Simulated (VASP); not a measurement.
# Al3InSb4 (P-4m2) in VASP: relaxation of cell and atoms with PBE

Aim: the relaxation of cell and atoms of Al3InSb4 with PBE.

All numbers are computed with VASP 6.6.1; they aren't measurements. Logs are shortened: lines on timing, memory, paths and dates and some standing lists are left out, and cuts for length are marked.

## Step 1: The cell of the first run

The structure is tetragonal, space group P-4m2 (No. 115). The conventional cell has a = 4.492 Å, b = 4.492 Å, c = 12.520 Å, α = 90.00°, β = 90.00°, γ = 90.00°. Al (site symmetry 2mm) has 4 Sb at 2.70 to 2.71 Å within 3.6 Å. Al (site symmetry -4m2) has 4 Sb at 2.71 Å within 3.6 Å. In (site symmetry -4m2) has 4 Sb at 2.83 Å within 3.7 Å. Sb (site symmetry 2mm) has 4 Al at 2.71 Å within 3.6 Å. Within 3.6 Å of Sb (site symmetry 2mm) lie 2 Al at 2.70 Å and 2 In at 2.83 Å.

## Step 2: Relaxation of cell and atoms, PBE

Input file INCAR:

```
PREC = Accurate
ENCUT = 500
EDIFF = 1E-7
ISMEAR = 0
SIGMA = 0.02
LREAL = False
LASPH = True
NELM = 120
ALGO = Normal
ISIF = 3
LWAVE = False
LCHARG = False
GGA = PE
IBRION = 2
NSW = 100
EDIFFG = -0.01
GGA_COMPAT = False
NELMIN = 4
```

Input file KPOINTS:

```
regular mesh
0
Gamma
  6 6 4
```

Input file POSCAR:

```
Al3InSb4
1.0
    4.4916247312      0.0000000000      0.0000000000
    0.0000000000      4.4916247312      0.0000000000
    0.0000000000      0.0000000000     12.5203496698
Al In Sb
3 1 4
Direct
    0.5000000000      0.5000000000      0.2575753331
    0.0000000000      0.0000000000      0.5000000000
    0.5000000000      0.5000000000      0.7424246669
    0.0000000000      0.0000000000      0.0000000000
    0.5000000000      0.0000000000      0.6212077372
    0.0000000000      0.5000000000      0.8619590923
    0.5000000000      0.0000000000      0.1380409077
    0.0000000000      0.5000000000      0.3787922628
```

Potentials or basis: VASP PAW PBE potentials, release 64 (Al, In_d, Sb).

Launch:

```
> cat potpaw_PBE.64/Al/POTCAR potpaw_PBE.64/In_d/POTCAR potpaw_PBE.64/Sb/POTCAR > POTCAR
> mpirun -np 1 vasp_std > vasp.out
```

OUTCAR:

```text
PREC = Accurate
   ENCUT = 500
   EDIFF = 1E-7
   ISMEAR = 0
   LREAL = False
   LASPH = True
   NELM = 120
   ISIF = 3
   GGA = PE
   IBRION = 2
   NSW = 100
   EDIFFG = -0.01
   NELMIN = 4

 ion  position               nearest neighbor table
   1  0.500  0.500  0.258-   7 2.70   7 2.70   8 2.71   8 2.71
   2  0.000  0.000  0.500-   5 2.71   8 2.71   8 2.71   5 2.71
   3  0.500  0.500  0.742-   6 2.70   6 2.70   5 2.71   5 2.71
   4  0.000  0.000  0.000-   6 2.83   7 2.83   6 2.83   7 2.83
   5  0.500  0.000  0.621-   2 2.71   2 2.71   3 2.71   3 2.71
   6  0.000  0.500  0.862-   3 2.70   3 2.70   4 2.83   4 2.83
   7  0.500  0.000  0.138-   1 2.70   1 2.70   4 2.83   4 2.83
   8  0.000  0.500  0.379-   2 2.71   2 2.71   1 2.71   1 2.71

  LATTYP: Found a simple tetragonal cell.
 ALAT       =     4.4916247312
 C/A-ratio  =     2.7874879179

  Lattice vectors:

 A1 = (   4.4916247312,   0.0000000000,   0.0000000000)
 A2 = (   0.0000000000,   4.4916247312,   0.0000000000)
 A3 = (   0.0000000000,   0.0000000000,  12.5203496698)

Analysis of symmetry for initial positions (statically):
=====================================================================
 Subroutine PRICEL returns:
 Original cell was already a primitive cell.

 Routine SETGRP: Setting up the symmetry group for a
 simple tetragonal supercell.

 Subroutine GETGRP returns: Found  8 space group operations
 (whereof  8 operations were pure point group operations)
 out of a pool of 16 trial point group operations.

The static configuration has the point symmetry D_2d.

Analysis of symmetry for dynamics (positions and initial velocities):
=====================================================================
 Subroutine PRICEL returns:
 Original cell was already a primitive cell.

 Routine SETGRP: Setting up the symmetry group for a
 simple tetragonal supercell.

 Subroutine GETGRP returns: Found  8 space group operations
 (whereof  8 operations were pure point group operations)
 out of a pool of 16 trial point group operations.

The dynamic configuration has the point symmetry D_2d.

 Subroutine INISYM returns: Found  8 space group operations
 (whereof  8 operations are pure point group operations),
 and found     1 'primitive' translations

----------------------------------------------------------------------------------------

                                     Primitive cell

  volume of cell :     252.5942

  direct lattice vectors                    reciprocal lattice vectors
     4.491624731  0.000000000  0.000000000     0.222636587  0.000000000  0.000000000
     0.000000000  4.491624731  0.000000000     0.000000000  0.222636587  0.000000000
     0.000000000  0.000000000 12.520349670     0.000000000  0.000000000  0.079869974

  length of vectors
     4.491624731  4.491624731 12.520349670     0.222636587  0.222636587  0.079869974

  position of ions in fractional coordinates (direct lattice)
     0.500000000  0.500000000  0.257575333
     0.000000000  0.000000000  0.500000000
     0.500000000  0.500000000  0.742424667
     0.000000000  0.000000000  0.000000000
     0.500000000  0.000000000  0.621207737
     0.000000000  0.500000000  0.861959092
     0.500000000  0.000000000  0.138040908
     0.000000000  0.500000000  0.378792263

  ion indices of the primitive-cell ions
   primitive index   ion index
                 1           1
                 2           2
                 3           3
                 4           4
                 5           5
                 6           6
                 7           7
                 8           8

----------------------------------------------------------------------------------------

 KPOINTS: regular mesh

Automatic generation of k-mesh.
 Grid dimensions read from file:
 generate k-points for:    6    6    4

 Generating k-lattice:

  Cartesian coordinates                     Fractional coordinates (reciprocal lattice)
     0.037106098  0.000000000  0.000000000     0.166666667  0.000000000  0.000000000
     0.000000000  0.037106098  0.000000000     0.000000000  0.166666667  0.000000000
     0.000000000  0.000000000  0.019967493     0.000000000  0.000000000  0.250000000

  Length of vectors
     0.037106098  0.037106098  0.019967493

  Shift w.r.t. Gamma in fractional coordinates (k-lattice)
     0.000000000  0.000000000  0.000000000

 Subroutine IBZKPT returns following result:
 ===========================================

 Found     30 irreducible k-points:

 Following reciprocal coordinates:
            Coordinates               Weight
  0.000000  0.000000  0.000000      1.000000
  0.166667  0.000000  0.000000      4.000000
  0.333333  0.000000  0.000000      4.000000
  0.500000  0.000000  0.000000      2.000000
  0.166667  0.166667  0.000000      4.000000
  0.333333  0.166667  0.000000      8.000000
[... 16 lines left out ...]
  0.333333  0.000000  0.500000      4.000000
  0.500000  0.000000  0.500000      2.000000
 [... further k-points ...]
   k-points           NKPTS =     30   k-points in BZ     NKDIM =     30   number of bands    NBANDS=     26
   number of dos      NEDOS =    301   number of ions     NIONS =      8
   total plane-waves  NPLWV = 124416
   dimension x,y,z NGX =    36 NGY =   36 NGZ =   96
   dimension x,y,z NGXF=    72 NGYF=   72 NGZF=  192
   ions per type =               3   1   4
   NGX,Y,Z   is equivalent  to a cutoff of  13.32, 13.32, 12.75 a.u.
   NGXF,Y,Z  is equivalent  to a cutoff of  26.65, 26.65, 25.49 a.u.
 SYSTEM =  unknown system
   PREC   = accura    normal or accurate (medium, high low for compatibility)
   ISTART =      0    job   : 0-new  1-cont  2-samecut
   ICHARG =      2    charge: 1-file 2-atom 10-const
   ISPIN  =      1    spin polarized calculation?
   LNONCOLLINEAR =      F non collinear calculations
   LSORBIT =      F    spin-orbit coupling
   LASPH  =      T    aspherical Exc in radial PAW
   ENCUT  =  500.0 eV  36.75 Ry    6.06 a.u.   8.19  8.19 22.83*2*pi/ulx,y,z
   NELM   =    120;   NELMIN=  4; NELMDL= -5     # of ELM steps
   EDIFF  = 0.1E-06   stopping-criterion for ELM
   LREAL  =      F    real-space projection
   EDIFFG = -.1E-01   stopping-criterion for IOM
   NSW    =    100    number of steps for IOM
   IBRION =      2    ionic relax: 0-MD 1-quasi-New 2-CG
   NFREE  =      1    steps in history (QN), initial steepest desc. (CG)
   ISIF   =      3    stress and relaxation
   ISYM   =      2    0-nonsym 1-usesym 2-fastsym
   POTIM  = 0.5000    time-step for ionic-motion
   TEBEG  =    0.0;   TEEND  =   0.0 temperature during run
   PSTRESS=    0.0 pullay stress
   NELECT =      42.0000    total number of electrons
   NUPDOWN=      -1.0000    fix difference up-down
   EMIN   =  10.00;   EMAX   =-10.00  energy-range for DOS
   EFERMI =   0.00;   METHOD = LEGACY
   ISMEAR =     0;   SIGMA  =   0.02  broadening in eV -4-tet -1-fermi 0-gaus
   EFERMI_NEDOS =   21; number of points for ismear=-14 and -15
   IALGO  =     38    algorithm
   IMIX   =      4    mixing-type and parameters
     AMIX     =   0.40;   BMIX     =  1.00
     AMIX_MAG =   1.60;   BMIX_MAG =  1.00
  volume/ion in A,a.u.               =      31.57       213.07
  Fermi-wavevector in a.u.,A,eV,Ry     =   0.900223  1.701175 11.026183  0.810402
  Thomas-Fermi vector in A             =   2.023154
   LORBIT       =      0    0 simple, 1 ext, 2 COOP (PROOUT), +10 PAW based schemes
   GGA     = PE    functional components
   LHFCALC =     F    Hartree Fock is set to
   AEXX    =    0.0000 exact exchange contribution
   IVDW    =     0    specifies the selected vdW correction
   LEPSILON=     F    determine dielectric tensor
   LRPA    =     F    only Hartree local field effects (RPA)
 conjugate gradient relaxation of ions
 non-spin polarized calculation
 Gauss-broadening in eV      SIGMA  =   0.02
  energy-cutoff  :      500.00
  volume of cell :      252.59
 maximum number of plane-waves:      6457
 NGX is ok and might be reduce to    36
   NGX = 17   NGY = 17   NGZ = 45

--------------------------------------- Ionic step        1  -------------------------------------------

 number of electron      42.0000008 magnetization

 Free energy of the ion-electron system (eV)
  ---------------------------------------------------
  ext. energy  EPLUGINS =         0.00000000
  ---------------------------------------------------
  free energy    TOTEN  =       -31.50647011 eV

  energy without entropy =      -31.50647011  energy(sigma->0) =      -31.50647011

------------------------ aborting loop because EDIFF is reached ----------------------------------------

  FORCE on cell =-STRESS in cart. coord.  units (eV):
  Direction    XX          YY          ZZ          XY          YZ          ZX
  --------------------------------------------------------------------------------------
  -------------------------------------------------------------------------------------
  Total       -0.0050014     -0.0050014      0.7487386      0.0000000      0.0000000      0.0000000
  in kB       -0.0317234     -0.0317234      4.7491667      0.0000000      0.0000000      0.0000000
  external PRESSURE =       1.5619066 kB  Pullay stress =       0.0000000 kB
[... 237 lines left out ...]
  energy  without entropy=      -31.5105289736  energy(sigma->0) =      -31.51052897

--------------------------------------- Ionic step        7  -------------------------------------------

 number of electron      42.0000009 magnetization

 Free energy of the ion-electron system (eV)
  ---------------------------------------------------
  ext. energy  EPLUGINS =         0.00000000
  ---------------------------------------------------
  free energy    TOTEN  =       -31.51056870 eV

  energy without entropy =      -31.51056870  energy(sigma->0) =      -31.51056870

 E-fermi :   4.5455     XC(G=0):  -8.4683

 val. band max:        4.4569075156   @ k =   0.0000   0.0000   0.0000
 cond. band min:       5.1699572431   @ k =   0.0000   0.0000   0.0000
 fundamental gap:      0.7130497276
 Fermi energy:         4.5454574283

 k-point     1 :       0.0000    0.0000    0.0000
  band No.  band energies     occupation
      1      -9.9372      2.00000
      2      -9.8739      2.00000
      3      -9.8739      2.00000
      4      -9.8236      2.00000
      5      -9.8230      2.00000
      6      -6.0236      2.00000
[... 685 lines left out ...]
     25       6.3030      0.00000
     26       7.9278      0.00000

 [... further k-points ...]

------------------------ aborting loop because EDIFF is reached ----------------------------------------

  FORCE on cell =-STRESS in cart. coord.  units (eV):
  Direction    XX          YY          ZZ          XY          YZ          ZX
  --------------------------------------------------------------------------------------
  -------------------------------------------------------------------------------------
  Total        0.0102241      0.0102241      0.0102635      0.0000000     -0.0000000      0.0000000
  in kB        0.0646306      0.0646306      0.0648794      0.0000000     -0.0000000      0.0000000
  external PRESSURE =       0.0647135 kB  Pullay stress =       0.0000000 kB
[... 23 lines left out ...]
  FREE ENERGIE OF THE ION-ELECTRON SYSTEM (eV)
  ---------------------------------------------------
  free  energy   TOTEN  =       -31.5105686969 eV

  energy  without entropy=      -31.5105686969  energy(sigma->0) =      -31.51056870

 reached required accuracy - stopping structural energy minimisation
```

It took 26 min on 1 thread of Intel Xeon 8259CL, shared host; peak memory 0.49 GiB.

Results:

| Property | Result |
| --- | --- |
| Free energy | -31.5106 eV |
| Relaxed volume | 31.68 Å³/atom |
| Relaxed cell | a = 4.476 Å, b = 4.476 Å, c = 12.649 Å, α = 90.00°, β = 90.00°, γ = 90.00° |
| Space group after relaxing (to 0.1 Å) | P-4m2 (No. 115) |
| Energy gained by relaxing | 0.5 meV/atom |
| Ionic steps | 7 |
| Pressure after relaxing | 0.0 GPa |
| Largest force after relaxing | 0.006 eV/Å |
| Band gap on the k mesh | 0.71 eV |

Forces on the atoms (eV/Å):
```
Al   0.000  0.000 -0.006
Al   0.000  0.000  0.000
Al   0.000  0.000  0.006
In   0.000  0.000  0.000
Sb   0.000  0.000  0.004
Sb   0.000  0.000  0.002
Sb   0.000  0.000 -0.002
Sb   0.000  0.000 -0.004
```

Step by step:
```csv
step,energy change (eV),largest force (eV/Å),pressure (GPa),volume (Å³)
1,0.0000,0.0359,0.16,252.59
2,-0.0024,0.0233,-0.05,253.72
3,-0.0028,0.0145,-0.18,254.48
4,-0.0040,0.0130,-0.05,253.78
5,-0.0041,0.0138,-0.03,253.66
6,-0.0041,0.0139,-0.03,253.64
7,-0.0041,0.0064,0.01,253.45
```

Final structure:
```yaml
crystal:
  lattice:
    - [4.47628, 0.00000, 0.00000]
    - [0.00000, 4.47628, 0.00000]
    - [0.00000, 0.00000, 12.64926]
  atoms:
    - { symbol: Al, position: [0.50000, 0.50000, 0.25753] }
    - { symbol: Al, position: [0.00000, 0.00000, 0.50000] }
    - { symbol: Al, position: [0.50000, 0.50000, 0.74247] }
    - { symbol: In, position: [0.00000, 0.00000, 0.00000] }
    - { symbol: Sb, position: [0.50000, 0.00000, 0.62115] }
    - { symbol: Sb, position: [0.00000, 0.50000, 0.86236] }
    - { symbol: Sb, position: [0.50000, 0.00000, 0.13764] }
    - { symbol: Sb, position: [0.00000, 0.50000, 0.37885] }
```

Caveat: semilocal functionals underestimate gaps, and a narrow one can read as zero; spin-orbit coupling is left out, which moves the levels of the heavy elements.
